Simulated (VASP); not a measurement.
Write the native input for VASP 6.6.1 that does the following.

* Task: relaxation of cell and atoms
* Functional: RPBE
* Dispersion: D4
* Potentials or basis: VASP PAW PBE potentials, release 64 (In_d, As)
* Cutoff: 600 eV
* k mesh: 8 × 8 × 8
* Occupations: fermi-dirac, width 0.05 eV
* Spin: no spin polarisation
* Dipole correction: no
* Further INCAR settings: ALGO = Normal; EDIFF = 1e-07; IBRION = 2; EDIFFG = -0.01; NSW = 60; ISIF = 3

The structure of InAs lies in POSCAR:

```
InAs
1.0
    0.0000000000      2.8773040000      2.8773040000
    2.8773040000      0.0000000000      2.8773040000
    2.8773040000      2.8773040000      0.0000000000
In As
1 1
Direct
    0.5000000000      0.5000000000      0.5000000000
    0.0000000000      0.0000000000      0.0000000000
```

One way to write it, as run:

INCAR

```
PREC = Accurate ; ENCUT = 600
EDIFF = 1E-7 ; ISMEAR = -1
SIGMA = 0.05 ; LREAL = False
LASPH = True ; NELM = 60
ALGO = Normal ; ISIF = 3
LWAVE = False ; LCHARG = False
GGA = RP ; IVDW = 13
IBRION = 2 ; NSW = 60
EDIFFG = -0.01
```

KPOINTS

```
regular mesh
0
Gamma
  8 8 8
```

Potentials or basis: VASP PAW PBE potentials, release 64 (In_d, As).

Launch:

```sh
$ cat potpaw_PBE.64/In_d/POTCAR potpaw_PBE.64/As/POTCAR > POTCAR
$ mpirun -np 1 vasp_std > vasp.out
```

Results of the run:

```json
{
 "Relaxed volume": "22.59 Å³/atom",
 "Relaxed cell": "a = 3.998 Å, b = 3.998 Å, c = 3.998 Å, α = 60.00°, β = 60.00°, γ = 60.00°",
 "Space group after relaxing (to 0.1 Å)": "Fm-3m (No. 225)",
 "Energy gained by relaxing": "13.1 meV/atom",
 "Ionic steps": "3",
 "Pressure after relaxing": "0.0 GPa",
 "Band gap on the k mesh": "zero (bands 9 and 10 overlap by 2.75 eV)",
 "Dispersion energy per atom": "-0.779 eV"
}
```

Caveat: the PAW data sets were made with another functional, which shifts forces and pressure a little; spin-orbit coupling is left out, which moves the levels of the heavy elements.

Wall time 64 s on 1 thread of Intel(R) Xeon(R) Platinum 8488C (Sapphire Rapids), with other jobs on the host, peak memory 0.22 GiB.
